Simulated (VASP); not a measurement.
# CdTe4P2 (I-4) in VASP: single point with r2SCAN

Aim: the single point of CdTe4P2 with r2SCAN.

Program: VASP 6.6.1. These are calculated values, not measurements. Logs are shortened: lines on timing, memory, paths and dates and some standing lists are left out, and cuts for length are marked.

## Step 1: The cell of the first run

Symmetry: I-4, No. 82, tetragonal system. Conventional cell: a = 6.114 Å, b = 6.114 Å, c = 11.851 Å, α = 90.00°, β = 90.00°, γ = 90.00°. Cd (site symmetry -4) has 4 Te at 2.79 Å within 3.7 Å. Within 3.4 Å of P (site symmetry -4) lie 4 Te at 2.60 Å. P (site symmetry -4) has 4 Te at 2.59 Å within 3.4 Å. Te (site symmetry 1) has 2 P at 2.59 to 2.60 Å and 1 Cd at 2.79 Å within 3.4 Å.

## Step 2: Single point, r2SCAN

POSCAR

```
CdTe4P2
1.0
    0.0000000000      6.1140340000      0.0000000000
    6.1140340000      0.0000000000      0.0000000000
    3.0570170000      3.0570170000     -5.9253850000
Cd P Te
1 2 4
Direct
    0.0000000000      0.0000000000      0.0000000000
    0.7500000000      0.2500000000      0.5000000000
    0.5000000000      0.5000000000      0.0000000000
    0.3950000000      0.4050000000      0.7300000000
    0.5950000000      0.1250000000      0.2700000000
    0.8750000000      0.8650000000      0.7300000000
    0.1350000000      0.6050000000      0.2700000000
```

INCAR.step1

```
ALGO     = Normal         # electronic algorithm
EDIFF    = 1E-4           # SCF threshold, eV
ENCUT    = 520            # plane-wave cutoff, eV
GGA      = PE             # functional
ISMEAR   = -5             # smearing method
LASPH    = True           # aspherical terms in the spheres
LCHARG   = False          # write CHGCAR
LREAL    = False          # projectors in reciprocal space
LWAVE    = True           # write WAVECAR
NBANDS   = 32             # bands
NELM     = 100            # most SCF steps
PREC     = Accurate       # precision mode
SIGMA    = 0.1            # smearing width, eV
```

INCAR.step2

```
ALGO     = Normal         # electronic algorithm
EDIFF    = 1E-6           # SCF threshold, eV
ENCUT    = 520            # plane-wave cutoff, eV
ISIF     = 2              # what is computed and relaxed
ISMEAR   = -5             # smearing method
ISTART   = 1            
LASPH    = True           # aspherical terms in the spheres
LCHARG   = True           # write CHGCAR
LELF     = True           # ELF
LMIXTAU  = True         
LREAL    = False          # projectors in reciprocal space
LVHAR    = True         
LWAVE    = False          # write WAVECAR
METAGGA  = R2SCAN         # meta-GGA
NBANDS   = 32             # bands
NELM     = 100            # most SCF steps
PREC     = Accurate       # precision mode
SIGMA    = 0.1            # smearing width, eV
```

KPOINTS

```
k-points
0
Gamma
  5 5 5
```

Potentials or basis: VASP PAW PBE potentials, release 64 (Cd, P, Te).

Command:

```console
$ cat potpaw_PBE.64/Cd/POTCAR potpaw_PBE.64/P/POTCAR potpaw_PBE.64/Te/POTCAR > POTCAR
$ cp INCAR.step1 INCAR
$ mpirun -np 1 vasp_std > vasp.out
$ cp INCAR.step2 INCAR
$ mpirun -np 1 vasp_std > vasp.out
```

OUTCAR:

```text
EDIFF = 1E-6
   ENCUT = 520
   ISIF = 2
   ISMEAR = -5
   ISTART = 1
   LASPH = True
   LREAL = False
   METAGGA = R2SCAN
   NELM = 100
   PREC = Accurate

 ion  position               nearest neighbor table
   1  0.000  0.000  0.000-   6 2.79   7 2.79   4 2.79   5 2.79
   2  0.750  0.250  0.500-   4 2.60   5 2.60   6 2.60   7 2.60
   3  0.500  0.500  0.000-   4 2.59   5 2.59   6 2.59   7 2.59
   4  0.395  0.405  0.730-   3 2.59   2 2.60   1 2.79
   5  0.595  0.125  0.270-   3 2.59   2 2.60   1 2.79
   6  0.875  0.865  0.730-   3 2.59   2 2.60   1 2.79
   7  0.135  0.605  0.270-   3 2.59   2 2.60   1 2.79

  LATTYP: Found a body centered tetragonal cell.
 ALAT       =     6.1140340000
 C/A-ratio  =     1.9382898427

  Lattice vectors:

 A1 = (  -3.0570170000,   3.0570170000,   5.9253850000)
 A2 = (   3.0570170000,  -3.0570170000,   5.9253850000)
 A3 = (   3.0570170000,   3.0570170000,  -5.9253850000)

Analysis of symmetry for initial positions (statically):
=====================================================================
 Subroutine PRICEL returns:
 Original cell was already a primitive cell.

 Routine SETGRP: Setting up the symmetry group for a
 body centered tetragonal supercell.

 Subroutine GETGRP returns: Found  4 space group operations
 (whereof  4 operations were pure point group operations)
 out of a pool of 16 trial point group operations.

The static configuration has the point symmetry S_4 .

Analysis of symmetry for dynamics (positions and initial velocities):
=====================================================================
 Subroutine PRICEL returns:
 Original cell was already a primitive cell.

 Routine SETGRP: Setting up the symmetry group for a
 body centered tetragonal supercell.

 Subroutine GETGRP returns: Found  4 space group operations
 (whereof  4 operations were pure point group operations)
 out of a pool of 16 trial point group operations.

The dynamic configuration has the point symmetry S_4 .

 Subroutine INISYM returns: Found  4 space group operations
 (whereof  4 operations are pure point group operations),
 and found     1 'primitive' translations

----------------------------------------------------------------------------------------

                                     Primitive cell

  volume of cell :     221.4993

  direct lattice vectors                    reciprocal lattice vectors
     0.000000000  6.114034000  0.000000000     0.000000000  0.163558135  0.084382703
     6.114034000  0.000000000  0.000000000     0.163558135  0.000000000  0.084382703
     3.057017000  3.057017000 -5.925385000     0.000000000  0.000000000 -0.168765405

  length of vectors
     6.114034000  6.114034000  7.334909221     0.184042669  0.184042669  0.168765405

  position of ions in fractional coordinates (direct lattice)
     0.000000000  0.000000000  0.000000000
     0.750000000  0.250000000  0.500000000
     0.500000000  0.500000000  0.000000000
     0.395000000  0.405000000  0.730000000
     0.595000000  0.125000000  0.270000000
     0.875000000  0.865000000  0.730000000
     0.135000000  0.605000000  0.270000000

  ion indices of the primitive-cell ions
   primitive index   ion index
                 1           1
                 2           2
                 3           3
                 4           4
                 5           5
                 6           6
                 7           7

----------------------------------------------------------------------------------------

 KPOINTS: k-points

Automatic generation of k-mesh.
 Grid dimensions read from file:
 generate k-points for:    5    5    5

 Generating k-lattice:

  Cartesian coordinates                     Fractional coordinates (reciprocal lattice)
     0.000000000  0.032711627  0.016876541     0.200000000  0.000000000  0.000000000
     0.032711627  0.000000000  0.016876541     0.000000000  0.200000000  0.000000000
     0.000000000  0.000000000 -0.033753081     0.000000000  0.000000000  0.200000000

  Length of vectors
     0.036808534  0.036808534  0.033753081

  Shift w.r.t. Gamma in fractional coordinates (k-lattice)
     0.000000000  0.000000000  0.000000000

 TETIRR: Found    270 inequivalent tetrahedra from      750

 Subroutine IBZKPT returns following result:
 ===========================================

 Found     21 irreducible k-points:

 Following reciprocal coordinates:
            Coordinates               Weight
  0.000000  0.000000  0.000000      1.000000
  0.200000  0.000000  0.000000      8.000000
  0.400000  0.000000  0.000000      8.000000
  0.200000  0.200000  0.000000      8.000000
  0.400000  0.200000  0.000000      8.000000
 -0.200000 -0.400000 -0.000000      8.000000
[... 13 lines left out ...]
  0.000000  0.000000  0.400000      2.000000
 -0.200000  0.000000  0.400000      4.000000
   k-points           NKPTS =     21   k-points in BZ     NKDIM =     21   number of bands    NBANDS=     32
   number of dos      NEDOS =    301   number of ions     NIONS =      7
   total plane-waves  NPLWV = 129024
   dimension x,y,z NGX =    48 NGY =   48 NGZ =   56
   dimension x,y,z NGXF=    96 NGYF=   96 NGZF=  112
   ions per type =               1   2   4
   NGX,Y,Z   is equivalent  to a cutoff of  13.05, 13.05, 12.69 a.u.
   NGXF,Y,Z  is equivalent  to a cutoff of  26.10, 26.10, 25.38 a.u.
 SYSTEM =  unknown system
   PREC   = accura    normal or accurate (medium, high low for compatibility)
   ISTART =      1    job   : 0-new  1-cont  2-samecut
   ICHARG =      0    charge: 1-file 2-atom 10-const
   ISPIN  =      1    spin polarized calculation?
   LNONCOLLINEAR =      F non collinear calculations
   LSORBIT =      F    spin-orbit coupling
   LASPH  =      T    aspherical Exc in radial PAW
   ENCUT  =  520.0 eV  38.22 Ry    6.18 a.u.  11.37 11.37 13.64*2*pi/ulx,y,z
   NELM   =    100;   NELMIN=  2; NELMDL=  0     # of ELM steps
   EDIFF  = 0.1E-05   stopping-criterion for ELM
   LREAL  =      F    real-space projection
   EDIFFG = 0.1E-04   stopping-criterion for IOM
   NSW    =      0    number of steps for IOM
   IBRION =     -1    ionic relax: 0-MD 1-quasi-New 2-CG
   NFREE  =      0    steps in history (QN), initial steepest desc. (CG)
   ISIF   =      2    stress and relaxation
   ISYM   =      2    0-nonsym 1-usesym 2-fastsym
   POTIM  = 0.5000    time-step for ionic-motion
   TEBEG  =    0.0;   TEEND  =   0.0 temperature during run
   PSTRESS=    0.0 pullay stress
   NELECT =      46.0000    total number of electrons
   NUPDOWN=      -1.0000    fix difference up-down
   EMIN   =  10.00;   EMAX   =-10.00  energy-range for DOS
   EFERMI =   0.00;   METHOD = LEGACY
   ISMEAR =    -5;   SIGMA  =   0.10  broadening in eV -4-tet -1-fermi 0-gaus
   EFERMI_NEDOS =   21; number of points for ismear=-14 and -15
   IALGO  =     38    algorithm
   IMIX   =      4    mixing-type and parameters
     AMIX     =   0.40;   BMIX     =  1.00
     AMIX_MAG =   1.60;   BMIX_MAG =  1.00
  volume/ion in A,a.u.               =      31.64       213.54
  Fermi-wavevector in a.u.,A,eV,Ry     =   0.969475  1.832042 12.787872  0.939882
  Thomas-Fermi vector in A             =   2.099531
   LORBIT       =      0    0 simple, 1 ext, 2 COOP (PROOUT), +10 PAW based schemes
   METAGGA = R2SCAN    functional components
   LHFCALC =     F    Hartree Fock is set to
   AEXX    =    0.0000 exact exchange contribution
   IVDW    =     0    specifies the selected vdW correction
   LEPSILON=     F    determine dielectric tensor
   LRPA    =     F    only Hartree local field effects (RPA)
 non-spin polarized calculation
 Fermi weights with tetrahedron method with Bloechl corrections
  energy-cutoff  :      520.00
  volume of cell :      221.50
 maximum number of plane-waves:      5986
 NGX is ok and might be reduce to    48
   NGX = 23   NGY = 23   NGZ = 27

 number of electron      45.9999999 magnetization

 Free energy of the ion-electron system (eV)
  ---------------------------------------------------
  ext. energy  EPLUGINS =         0.00000000
  ---------------------------------------------------
  free energy    TOTEN  =      -137.83624066 eV

  energy without entropy =     -137.83624066  energy(sigma->0) =     -137.83624066

 E-fermi :   4.8123     XC(G=0):  -9.1912

 val. band max:        4.7736231627   @ k =   0.4000   0.0000   0.2000
 cond. band min:       5.0573829476   @ k =  -0.2000   0.0000   0.2000
 fundamental gap:      0.2837597849
 Fermi energy:         4.8123427247

 k-point     1 :       0.0000    0.0000    0.0000
  band No.  band energies     occupation
      1     -10.0246      2.00000
      2      -7.4639      2.00000
      3      -7.4634      2.00000
      4      -7.4634      2.00000
      5      -7.4347      2.00000
      6      -4.8101      2.00000
[... 24 lines left out ...]
     31       8.6130      0.00000
     32       9.3072      0.00000

 k-point     2 :       0.2000    0.0000    0.0000
  band No.  band energies     occupation
      1      -9.9154      2.00000
      2      -8.1446      2.00000
      3      -7.5254      2.00000
      4      -7.4671      2.00000
      5      -6.7407      2.00000
      6      -4.9542      2.00000
[... 24 lines left out ...]
     31       8.9058      0.00000
     32       9.2278      0.00000

 k-point     3 :       0.4000    0.0000    0.0000
  band No.  band energies     occupation
      1      -9.6622      2.00000
      2      -8.6784      2.00000
      3      -7.6194      2.00000
      4      -7.5080      2.00000
      5      -6.1933      2.00000
      6      -5.2051      2.00000
[... 24 lines left out ...]
     31       8.8016      0.00000
     32       9.3644      0.00000

 k-point     4 :       0.2000    0.2000    0.0000
  band No.  band energies     occupation
      1      -9.7605      2.00000
      2      -8.5121      2.00000
      3      -7.5926      2.00000
      4      -7.5073      2.00000
      5      -6.2999      2.00000
      6      -5.0951      2.00000
[... 24 lines left out ...]
     31       9.0315      0.00000
     32       9.2728      0.00000

 k-point     5 :       0.4000    0.2000    0.0000
  band No.  band energies     occupation
      1      -9.5181      2.00000
      2      -8.8623      2.00000
      3      -7.6575      2.00000
      4      -7.5575      2.00000
      5      -5.9282      2.00000
      6      -5.2855      2.00000
[... 479 lines left out ...]
     31       8.5788      0.00000
     32       9.3318      0.00000

 k-point    19 :      -0.2000   -0.2000    0.2000
  band No.  band energies     occupation
      1      -9.4651      2.00000
      2      -9.0158      2.00000
      3      -7.6044      2.00000
      4      -7.5495      2.00000
      5      -5.7407      2.00000
      6      -5.3089      2.00000
[... 24 lines left out ...]
     31       8.7837      0.00000
     32       9.0039      0.00000

 k-point    20 :       0.0000    0.0000    0.4000
  band No.  band energies     occupation
      1      -9.5628      2.00000
      2      -9.0093      2.00000
      3      -7.4727      2.00000
      4      -7.4727      2.00000
      5      -5.8222      2.00000
      6      -5.1044      2.00000
[... 24 lines left out ...]
     31       8.7766      0.00000
     32       9.2363      0.00000

 k-point    21 :      -0.2000    0.0000    0.4000
  band No.  band energies     occupation
      1      -9.3423      2.00000
      2      -9.2178      2.00000
      3      -7.5984      2.00000
      4      -7.4671      2.00000
      5      -5.6081      2.00000
      6      -5.3694      2.00000
[... 24 lines left out ...]
     31       8.6265      0.00000
     32       8.9885      0.00000

------------------------ aborting loop because EDIFF is reached ----------------------------------------

  FORCE on cell =-STRESS in cart. coord.  units (eV):
  Direction    XX          YY          ZZ          XY          YZ          ZX
  --------------------------------------------------------------------------------------
  -------------------------------------------------------------------------------------
  Total        5.3731388      5.3731388      7.6862465      0.0000011      0.0000000      0.0000000
  in kB       38.8656885     38.8656885     55.5971616      0.0000082      0.0000000      0.0000000
  external PRESSURE =      44.4428462 kB  Pullay stress =       0.0000000 kB

 VOLUME and BASIS-vectors are now :
 -----------------------------------------------------------------------------
  energy-cutoff  :      520.00
  volume of cell :      221.50
      direct lattice vectors                 reciprocal lattice vectors
     0.000000000  6.114034000  0.000000000     0.000000000  0.163558135  0.084382703
     6.114034000  0.000000000  0.000000000     0.163558135  0.000000000  0.084382703
     3.057017000  3.057017000 -5.925385000     0.000000000  0.000000000 -0.168765405

 POSITION                                       TOTAL-FORCE (eV/Angst)
 -----------------------------------------------------------------------------------
      0.00000      0.00000      0.00000         0.000000      0.000000     -0.000000
      3.05702      6.11403     -2.96269         0.000000      0.000000     -0.000000
      3.05702      3.05702      0.00000         0.000000      0.000000     -0.000000
      4.70781      4.64667     -4.32553         0.300585     -0.546133      0.426020
      1.58965      4.46324     -1.59985        -0.546133     -0.300585     -0.426020
      7.52026      7.58140     -4.32553        -0.300585      0.546133      0.426020
      4.52439      1.65079     -1.59985         0.546133      0.300585     -0.426020
 -----------------------------------------------------------------------------------
    total drift:                                0.000013      0.000008     -0.000021

  FREE ENERGIE OF THE ION-ELECTRON SYSTEM (eV)
  ---------------------------------------------------
  free  energy   TOTEN  =      -137.8362406601 eV

  energy  without entropy=     -137.8362406601  energy(sigma->0) =     -137.83624066
```

Wall time 8.3 min (1 thread of AMD EPYC 9R14 (Zen 4), shared host); peak memory 0.43 GiB.

What came out:

- Free energy: -137.8362 eV
- Pressure: 4.4 GPa
- Largest force: 0.755 eV/Å
- Band gap on the k mesh: 0.28 eV (least direct gap 0.33 eV)

Forces on the atoms (eV/Å):
```
Cd   0.000  0.000  0.000
P    0.000  0.000  0.000
P    0.000  0.000  0.000
Te   0.301 -0.546  0.426
Te  -0.546 -0.301 -0.426
Te  -0.301  0.546  0.426
Te   0.546  0.301 -0.426
```

Caveat: the cell stands under pressure; the PAW data sets were made with another functional, which shifts forces and pressure a little; spin-orbit coupling is left out, which moves the levels of the heavy elements; an odd mesh through Γ misses points on the zone boundary, where band edges can lie.
